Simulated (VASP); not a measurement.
Wanted: the native input for a VASP 6.6.1 run.

| Quantity | Value |
| --- | --- |
| Task | single point |
| Functional | PBE |
| Potentials or basis | VASP PAW PBE potentials, release 64 (Al) |
| Cutoff | 400 eV |
| k mesh | 18 × 18 × 18 |
| Occupations | gaussian, width 0.1 eV |
| Spin | no spin polarisation |
| Dipole correction | no |
| k mesh for the DOS | 27 × 27 × 27 |
| Occupations for the DOS | tetrahedron |
| Further INCAR settings | ALGO = Normal; EDIFF = 1e-06; NBANDS = 8 |

Crystal: Al.

```
Al
1.0
     0.00000    2.02073    2.02073
     2.02073    0.00000    2.02073
     2.02073    2.02073    0.00000
Al
1
Direct
  0.00000 0.00000 0.00000
```

The input as run:

POSCAR

```
Al
1.0
    0.0000000000      2.0207284191      2.0207284191
    2.0207284191      0.0000000000      2.0207284191
    2.0207284191      2.0207284191      0.0000000000
Al
1
Direct
    0.0000000000      0.0000000000      0.0000000000
```

INCAR.step1

```
ALGO = Normal
EDIFF = 1E-6
ENCUT = 400
GGA = PE
GGA_COMPAT = F
ISIF = 2
ISMEAR = 0
LASPH = T
LCHARG = T
LORBIT = 11
LREAL = F
LWAVE = F
NBANDS = 8
NEDOS = 2001
NELM = 120
PREC = Accurate
SIGMA = 0.1
```

KPOINTS.step1

```
k-points
0
Gamma
  18 18 18
```

INCAR.step2

```
ALGO = Normal
EDIFF = 1E-6
ENCUT = 400
GGA = PE
GGA_COMPAT = F
ICHARG = 11
ISIF = 2
ISMEAR = -5
LASPH = T
LCHARG = F
LORBIT = 11
LREAL = F
LWAVE = F
NBANDS = 8
NEDOS = 2001
NELM = 120
PREC = Accurate
SIGMA = 0.1
```

KPOINTS.step2

```
k-points
0
Gamma
  27 27 27
```

Potentials or basis: VASP PAW PBE potentials, release 64 (Al).

Command:

```console
$ cat potpaw_PBE.64/Al/POTCAR > POTCAR
$ cp INCAR.step1 INCAR
$ cp KPOINTS.step1 KPOINTS
$ mpirun -np 1 vasp_std > vasp.out
$ cp INCAR.step2 INCAR
$ cp KPOINTS.step2 KPOINTS
$ mpirun -np 1 vasp_std > vasp.out
```

It gave:

- Valence electrons inside the program's atomic spheres: Al 0.77

Run time: 25 s on 1 thread of Intel(R) Xeon(R) Platinum 8488C (Sapphire Rapids) (shared host), peak memory 0.15 GiB.
